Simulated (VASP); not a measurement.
# Ni: electric field gradients with LDA

Ni:

```xyz
2
Lattice="2.4960 0.0000 0.0000 -1.2480 2.1616 0.0000 0.0000 0.0000 4.1527" Properties=species:S:1:pos:R:3 pbc="T T T"
Ni    0.0000    1.4411    1.0382
Ni    1.2480    0.7205    3.1145
```

This cell differs from its parent crystal: volume scaled by 1.06.

| Item | Value |
| --- | --- |
| Program | VASP 6.6.1 |
| Task | electric field gradients |
| Functional | LDA |
| Potentials or basis | VASP PAW LDA potentials, release 64 (Ni) |
| Cutoff | 520 eV |
| k mesh | 15 × 15 × 8 |
| Occupations | fermi-dirac, width 0.08 eV |
| Spin | collinear spin, ferromagnetic start |
| Starting moments | [1.5, 1.5] μB |
| Dipole correction | no |
| Further INCAR settings | ALGO = Normal; EDIFF = 1e-08; NBANDS = 21 |

```yaml
Pressure: -20.4 GPa
Net_moment: 1.24 μB per cell
Site_moments: Ni +0.63 μB
Valence_electrons_inside_the_program's_atomic_spheres: Ni 9.27
```

Stress tensor (GPa, compression positive):
```
-19.50   0.00   0.00
  0.00 -19.50   0.00
  0.00   0.00 -22.28
```

Levels at points of the mesh, in eV from the Fermi level:
Spin up:
| k point | band 7 | band 8 | band 9 | band 10 | band 11 | band 12 | band 13 | band 14 | band 15 | band 16 |
| --- | --- | --- | --- | --- | --- | --- | --- | --- | --- | --- |
| (0.00, 0.00, 0.00) | -1.96 | -1.50 | -1.50 | -0.64 | -0.64 | -0.39 | 5.24 | 22.66 | 24.18 | 24.18 |
| (0.00, 0.00, 0.50) | -2.23 | -2.23 | -0.91 | -0.91 | -0.91 | -0.91 | 13.66 | 13.66 | 23.32 | 23.32 |
Spin down:
```csv
k point,band 7,band 8,band 9,band 10,band 11,band 12
"(0.00, 0.00, 0.00)",-1.35,-0.89,-0.89,-0.36,0.01,0.01
"(0.00, 0.00, 0.50)",-1.63,-1.63,-0.27,-0.27,-0.27,-0.27
```

Electric field gradients, principal values (V/Å²):
```
atom  least  middle  greatest (by size)
1 Ni  0.990   0.994              -1.984
2 Ni  0.990   0.994              -1.984
```

Run time: 2.6 min on 1 thread of Intel Xeon 8259CL, on a shared host, peak memory 0.2 GiB.

Caveat: without QUAD_EFG the Cq values of the log hold for a quadrupole moment of 1 mb, not for the nuclei.
